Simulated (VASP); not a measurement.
# Ca (I4/mmm) in VASP: further runs

The runs below take Ca through single point, with PBEsol.

All numbers are computed with VASP 6.6.1; they aren't measurements. Logs are shortened: lines on timing, memory, paths and dates and some standing lists are left out, and cuts for length are marked.

## (1) The cell of the first run

The structure is tetragonal, space group I4/mmm (No. 139). Conventional cell: a = 3.952 Å, b = 3.952 Å, c = 5.882 Å, α = 90.00°, β = 90.00°, γ = 90.00°. Ca (site symmetry 4/mmm) has 12 Ca at 3.95 to 4.06 Å within 5.2 Å.

## (2) Single point, PBEsol (strain +0.0525 x Voigt [1, 0, 0, 0, 0, 0])

Input file INCAR:

```
PREC     = Accurate       # precision mode
ENCUT    = 520            # plane-wave cutoff, eV
EDIFF    = 1E-6           # SCF threshold, eV
ISMEAR   = 0              # smearing method
SIGMA    = 0.15           # smearing width, eV
LREAL    = F              # projectors in reciprocal space
LASPH    = T              # aspherical terms in the spheres
NELM     = 60             # most SCF steps
ALGO     = Normal         # electronic algorithm
ISIF     = 2              # what is computed and relaxed
LWAVE    = F              # write WAVECAR
LCHARG   = T              # write CHGCAR
GGA      = PS             # functional
LELF     = T              # ELF
LVHAR    = T            
NBANDS   = 11             # bands
```

Input file KPOINTS:

```
Automatic mesh
0
Gamma
  14 14 14
```

Input file POSCAR:

```
Ca
1.0
    0.0000000000      2.7942000000      2.7942000000
    2.9408955000      0.0000000000      2.7942000000
    2.9408955000      2.7942000000      0.0000000000
Ca
1
Direct
    0.0000000000      0.0000000000      0.0000000000
```

Potentials or basis: VASP PAW PBE potentials, release 64 (Ca_sv).

The run is started by

```sh
> cat potpaw_PBE.64/Ca_sv/POTCAR > POTCAR
> mpirun -np 1 vasp_std > vasp.out
```

OUTCAR:

```text
PREC = Accurate
   ENCUT = 520
   EDIFF = 1E-6
   ISMEAR = 0
   LREAL = F
   LASPH = T
   NELM = 60
   ISIF = 2
   GGA = PS

 ion  position               nearest neighbor table
   1  0.000  0.000  0.000-

  LATTYP: Found a body centered tetragonal cell.
 ALAT       =     3.9515955360
 C/A-ratio  =     1.4884597744

  Lattice vectors:

 A1 = (   2.9408955000,   0.0000000000,   2.7942000000)
 A2 = (   2.9408955000,   0.0000000000,  -2.7942000000)
 A3 = (  -2.9408955000,   2.7942000000,   0.0000000000)

Analysis of symmetry for initial positions (statically):
=====================================================================
 Subroutine PRICEL returns:
 Original cell was already a primitive cell.

 Routine SETGRP: Setting up the symmetry group for a
 body centered tetragonal supercell.

 Subroutine GETGRP returns: Found 16 space group operations
 (whereof 16 operations were pure point group operations)
 out of a pool of 16 trial point group operations.

The static configuration has the point symmetry D_4h.

Analysis of symmetry for dynamics (positions and initial velocities):
=====================================================================
 Subroutine PRICEL returns:
 Original cell was already a primitive cell.

 Routine SETGRP: Setting up the symmetry group for a
 body centered tetragonal supercell.

 Subroutine GETGRP returns: Found 16 space group operations
 (whereof 16 operations were pure point group operations)
 out of a pool of 16 trial point group operations.

The dynamic configuration has the point symmetry D_4h.

 Subroutine INISYM returns: Found 16 space group operations
 (whereof 16 operations are pure point group operations),
 and found     1 'primitive' translations

----------------------------------------------------------------------------------------

                                     Primitive cell

  volume of cell :      45.9224

  direct lattice vectors                    reciprocal lattice vectors
     0.000000000  2.794200000  2.794200000    -0.170016242  0.178942094  0.178942094
     2.940895500  0.000000000  2.794200000     0.170016242 -0.178942094  0.178942094
     2.940895500  2.794200000  0.000000000     0.170016242  0.178942094 -0.178942094

  length of vectors
     3.951595536  4.056651326  4.056651326     0.304870577  0.304870577  0.304870577

[... 77 lines left out ...]
   NELM   =     60;   NELMIN=  2; NELMDL= -5     # of ELM steps
   EDIFF  = 0.1E-05   stopping-criterion for ELM
   LREAL  =      F    real-space projection
   EDIFFG = 0.1E-04   stopping-criterion for IOM
   NSW    =      0    number of steps for IOM
   IBRION =     -1    ionic relax: 0-MD 1-quasi-New 2-CG
   NFREE  =      0    steps in history (QN), initial steepest desc. (CG)
   ISIF   =      2    stress and relaxation
   ISYM   =      2    0-nonsym 1-usesym 2-fastsym
   POTIM  = 0.5000    time-step for ionic-motion
   TEBEG  =    0.0;   TEEND  =   0.0 temperature during run
   PSTRESS=    0.0 pullay stress
   NELECT =      10.0000    total number of electrons
   NUPDOWN=      -1.0000    fix difference up-down
   EMIN   =  10.00;   EMAX   =-10.00  energy-range for DOS
   EFERMI =   0.00;   METHOD = LEGACY
   ISMEAR =     0;   SIGMA  =   0.15  broadening in eV -4-tet -1-fermi 0-gaus
   EFERMI_NEDOS =   21; number of points for ismear=-14 and -15
   IALGO  =     38    algorithm
   IMIX   =      4    mixing-type and parameters
     AMIX     =   0.40;   BMIX     =  1.00
     AMIX_MAG =   1.60;   BMIX_MAG =  1.00
  volume/ion in A,a.u.               =      45.92       309.90
  Fermi-wavevector in a.u.,A,eV,Ry     =   0.984918  1.861225 13.198509  0.970063
  Thomas-Fermi vector in A             =   2.116186
   LORBIT       =      0    0 simple, 1 ext, 2 COOP (PROOUT), +10 PAW based schemes
   GGA     = PS    functional components
   LHFCALC =     F    Hartree Fock is set to
   AEXX    =    0.0000 exact exchange contribution
   IVDW    =     0    specifies the selected vdW correction
   LEPSILON=     F    determine dielectric tensor
   LRPA    =     F    only Hartree local field effects (RPA)
 non-spin polarized calculation
 Gauss-broadening in eV      SIGMA  =   0.15
  energy-cutoff  :      520.00
  volume of cell :       45.92
 maximum number of plane-waves:      1267
 NGX is ok and might be reduce to    30
   NGX = 15   NGY = 15   NGZ = 15

 number of electron      10.0000001 magnetization

 Free energy of the ion-electron system (eV)
  ---------------------------------------------------
  ext. energy  EPLUGINS =         0.00000000
  ---------------------------------------------------
  free energy    TOTEN  =        -2.10760545 eV

  energy without entropy =       -2.09249655  energy(sigma->0) =       -2.10005100

 E-fermi :   1.5709     XC(G=0):  -7.5471

 val. band max:        1.5685408914   @ k =  -0.3571   0.5000   0.1429
 cond. band min:       1.5795040325   @ k =  -0.3571   0.3571   0.0000
 fundamental gap:      0.0109631412
 Fermi energy:         1.5709266601

 k-point     1 :       0.0000    0.0000    0.0000
  band No.  band energies     occupation
      1     -40.4717      2.00000
      2     -21.4735      2.00000
      3     -21.4704      2.00000
      4     -21.4704      2.00000
      5      -2.3090      2.00000
      6       3.6418      0.00000
      7       3.8636      0.00000
      8       3.8636      0.00000
      9       4.6055      0.00000
     10       4.8893      0.00000
     11      10.3646      0.00000
[... 309 lines left out ...]
 k-point    24 :       0.2857    0.1429   -0.0000
  band No.  band energies     occupation
      1     -40.4659      2.00000
      2     -21.5236      2.00000
      3     -21.4875      2.00000
      4     -21.4842      2.00000
      5      -1.1405      2.00000
      6       2.9084      0.00000
      7       3.7993      0.00000
      8       4.0292      0.00000
      9       4.4572      0.00000
     10       4.9943      0.00000
     11       8.6813      0.00000

 [... further k-points ...]
[... 5 lines left out ...]
  --------------------------------------------------------------------------------------
  -------------------------------------------------------------------------------------
  Total       -0.6149953     -0.4781177     -0.4781177      0.0000000      0.0000000     -0.0000000
  in kB      -21.4564458    -16.6809527    -16.6809527      0.0000000      0.0000000     -0.0000000
  external PRESSURE =     -18.2727837 kB  Pullay stress =       0.0000000 kB

 VOLUME and BASIS-vectors are now :
 -----------------------------------------------------------------------------
  energy-cutoff  :      520.00
  volume of cell :       45.92
      direct lattice vectors                 reciprocal lattice vectors
     0.000000000  2.794200000  2.794200000    -0.170016242  0.178942094  0.178942094
     2.940895500  0.000000000  2.794200000     0.170016242 -0.178942094  0.178942094
     2.940895500  2.794200000  0.000000000     0.170016242  0.178942094 -0.178942094

 POSITION                                       TOTAL-FORCE (eV/Angst)
 -----------------------------------------------------------------------------------
      0.00000      0.00000      0.00000        -0.000000     -0.000000      0.000000
 -----------------------------------------------------------------------------------
    total drift:                               -0.000000     -0.000000      0.000000

  FREE ENERGIE OF THE ION-ELECTRON SYSTEM (eV)
  ---------------------------------------------------
  free  energy   TOTEN  =        -2.1076054472 eV

  energy  without entropy=       -2.0924965460  energy(sigma->0) =       -2.10005100
```

Wall time 36 s (1 thread of Intel Xeon 6975P-C (Granite Rapids), shared host); peak memory 0.26 GiB.

Results:

| Quantity | Value |
| --- | --- |
| Free energy | -2.1076 eV |
| Pressure | -1.8 GPa |
| Band gap on the k mesh | zero (band 5 reaches 1.80 eV, above the bottom of band 6 at 1.37 eV) |

Caveat: the cell differs from its parent crystal (strain +0.0525 x Voigt [1, 0, 0, 0, 0, 0]); the PAW data sets were made with another functional, which shifts forces and pressure a little.

## (3) Single point, PBEsol (strain +0.0600 x Voigt [1, 0, 0, 0, 0, 0])

Input file INCAR:

```
SYSTEM = Ca
ALGO = Normal ; EDIFF = 1E-6
ENCUT = 520 ; GGA = PS
ISIF = 2 ; ISMEAR = 0
LASPH = .TRUE. ; LCHARG = .FALSE.
LREAL = .FALSE. ; LWAVE = .FALSE.
NBANDS = 11 ; NELM = 100
PREC = Accurate ; SIGMA = 0.15
```

Input file KPOINTS:

```
k-points
0
G
  14 14 14
  0 0 0
```

Input file POSCAR:

```
Ca
1.0
    0.0000000000      2.7942000000      2.7942000000
    2.9618520000      0.0000000000      2.7942000000
    2.9618520000      2.7942000000      0.0000000000
Ca
1
Direct
    0.0000000000      0.0000000000      0.0000000000
```

Potentials or basis: VASP PAW PBE potentials, release 64 (Ca_sv).

The run is started by

```sh
> cat potpaw_PBE.64/Ca_sv/POTCAR > POTCAR
> mpirun -np 1 vasp_std > vasp.out
```

OUTCAR:

```text
SYSTEM = Ca
   EDIFF = 1E-6
   ENCUT = 520
   GGA = PS
   ISIF = 2
   ISMEAR = 0
   LASPH = .TRUE.
   LREAL = .FALSE.
   NELM = 100
   PREC = Accurate

 ion  position               nearest neighbor table
   1  0.000  0.000  0.000-

  LATTYP: Found a body centered tetragonal cell.
 ALAT       =     3.9515955360
 C/A-ratio  =     1.4990663761

  Lattice vectors:

 A1 = (   2.9618520000,   0.0000000000,   2.7942000000)
 A2 = (   2.9618520000,   0.0000000000,  -2.7942000000)
 A3 = (  -2.9618520000,   2.7942000000,   0.0000000000)

Analysis of symmetry for initial positions (statically):
=====================================================================
 Subroutine PRICEL returns:
 Original cell was already a primitive cell.

 Routine SETGRP: Setting up the symmetry group for a
 body centered tetragonal supercell.

 Subroutine GETGRP returns: Found 16 space group operations
 (whereof 16 operations were pure point group operations)
 out of a pool of 16 trial point group operations.

The static configuration has the point symmetry D_4h.

Analysis of symmetry for dynamics (positions and initial velocities):
[... 159 lines left out ...]

 val. band max:        1.5446027205   @ k =  -0.3571   0.2857   0.1429
 cond. band min:       1.5508329432   @ k =  -0.3571   0.3571   0.0000
 fundamental gap:      0.0062302228
 Fermi energy:         1.5458376409

 k-point     1 :       0.0000    0.0000    0.0000
  band No.  band energies     occupation
      1     -40.5146      2.00000
      2     -21.5170      2.00000
      3     -21.5136      2.00000
      4     -21.5136      2.00000
      5      -2.3217      2.00000
      6       3.5878      0.00000
      7       3.8399      0.00000
      8       3.8399      0.00000
      9       4.5396      0.00000
     10       4.8617      0.00000
     11      10.3159      0.00000
[... 309 lines left out ...]
 k-point    24 :       0.2857    0.1429   -0.0000
  band No.  band energies     occupation
      1     -40.5090      2.00000
      2     -21.5659      2.00000
      3     -21.5307      2.00000
      4     -21.5272      2.00000
      5      -1.1555      2.00000
      6       2.8814      0.00000
      7       3.7640      0.00000
      8       3.9909      0.00000
      9       4.4153      0.00000
     10       4.9417      0.00000
     11       8.6067      0.00000

 [... further k-points ...]
[... 5 lines left out ...]
  --------------------------------------------------------------------------------------
  -------------------------------------------------------------------------------------
  Total       -0.6578059     -0.4975135     -0.4975135     -0.0000000      0.0000000     -0.0000000
  in kB      -22.7876759    -17.2348343    -17.2348343     -0.0000000      0.0000000     -0.0000000
  external PRESSURE =     -19.0857815 kB  Pullay stress =       0.0000000 kB

 VOLUME and BASIS-vectors are now :
 -----------------------------------------------------------------------------
  energy-cutoff  :      520.00
  volume of cell :       46.25
      direct lattice vectors                 reciprocal lattice vectors
     0.000000000  2.794200000  2.794200000    -0.168813297  0.178942094  0.178942094
     2.961852000  0.000000000  2.794200000     0.168813297 -0.178942094  0.178942094
     2.961852000  2.794200000  0.000000000     0.168813297  0.178942094 -0.178942094

 POSITION                                       TOTAL-FORCE (eV/Angst)
 -----------------------------------------------------------------------------------
      0.00000      0.00000      0.00000        -0.000000     -0.000000      0.000000
 -----------------------------------------------------------------------------------
    total drift:                               -0.000000     -0.000000      0.000000

  FREE ENERGIE OF THE ION-ELECTRON SYSTEM (eV)
  ---------------------------------------------------
  free  energy   TOTEN  =        -2.1031723895 eV

  energy  without entropy=       -2.0879899434  energy(sigma->0) =       -2.09558117
```

Wall time 36 s (1 thread of Intel Xeon 6975P-C (Granite Rapids), shared host); peak memory 0.25 GiB.

Results:

```yaml
Free_energy: -2.1032 eV
Pressure: -1.9 GPa
Band_gap_on_the_k_mesh: zero (band 5 reaches 1.78 eV, above the bottom of band 6 at 1.34 eV)
```

Caveat: the cell differs from its parent crystal (strain +0.0600 x Voigt [1, 0, 0, 0, 0, 0]); the PAW data sets were made with another functional, which shifts forces and pressure a little.
